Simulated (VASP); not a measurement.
Set up this calculation in VASP 6.6.1, as the native input.

- Task: single point
- Functional: PBE
- Potentials or basis: VASP PAW PBE potentials, release 64 (Fe)
- Cutoff: 520 eV
- k mesh: 12 × 12 × 12
- Occupations: gaussian, width 0.15 eV
- Spin: collinear spin, ferromagnetic start
- Starting moments: [2.44] μB
- Dipole correction: no
- Further INCAR settings: ALGO = Normal; EDIFF = 1e-06; NBANDS = 14

The structure of Fe lies in POSCAR:

```
Fe
1.0
   -1.2583149806      1.2583149806      1.6967119198
    1.2583149806     -1.2583149806      1.6967119198
    1.2583149806      1.2583149806     -1.6967119198
Fe
1
Direct
    0.0000000000      0.0000000000      0.0000000000
```

This cell differs from its parent crystal: volume 10.746 Å^3 an atom, c/a of the conventional cell 1.3484.

The input as run:

INCAR

```
SYSTEM = Fe
  PREC = Accurate
  ENCUT = 520
  EDIFF = 1E-6
  ISMEAR = 0
  SIGMA = 0.15
  LREAL = .FALSE.
  LASPH = .TRUE.
  NELM = 150
  ALGO = Normal
  ISIF = 2
  LWAVE = .FALSE.
  LCHARG = .FALSE.
  ISPIN = 2
  MAGMOM = 2.44
  LORBIT = 11
  LMAXMIX = 4
  GGA = PE
  NBANDS = 14
```

KPOINTS

```
regular mesh
0
G
  12 12 12
  0 0 0
```

Potentials or basis: VASP PAW PBE potentials, release 64 (Fe).

The run is started by

```sh
$ cat potpaw_PBE.64/Fe/POTCAR > POTCAR
$ mpirun -np 1 vasp_std > vasp.out
```

Results of the run:

```
Pressure                                              : -1.7 GPa
Net moment                                            : 1.23 μB per cell
Site moments                                          : Fe +1.22 μB
Valence electrons inside the program's atomic spheres : Fe 7.38
```

Run time: 18 s on 1 thread of Intel(R) Xeon(R) 6975P-C (Granite Rapids), with other jobs on the host, peak memory 0.15 GiB.
